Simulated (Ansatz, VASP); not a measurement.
## Two plane-wave programs on W

```
W
1.0
    -1.59178    1.57586    1.57586
     1.59178   -1.60770    1.60770
     1.59178    1.60770   -1.60770
W
1
Cartesian
  0.0000 0.0000 0.0000
```

Change from the starting cell: strain -0.0200 x Voigt [0, 0, 0, 1, 0, 0], atoms carried along.

Alike in both runs: task single point; functional PBE; k mesh 26 × 26 × 26; occupations gaussian, width 0.15 eV; no spin polarisation.

```csv
,VASP,Ansatz
version,VASP 6.6.1,Ansatz 0.2.0
potentials or method,"VASP PAW PBE potentials, release 64 (W_sv), cutoff 500 eV","scalar-relativistic, plane waves, PAW"
valence electrons in the cell,14,14
```

```tsv
	VASP	Ansatz	Ansatz less VASP
gap on the k mesh at the Fermi level (eV)	none	none	-
pressure (GPa)	0.6	0.1	-0.49
traceless stress, the component that is largest in VASP (GPa)	2.90	2.87	-0.038
```

A gap of «none» marks a metal or a gap that the smearing closes. With one functional, cell and mesh, what is left measures potentials, basis and numerics.

Neither program's run includes spin-orbit coupling.
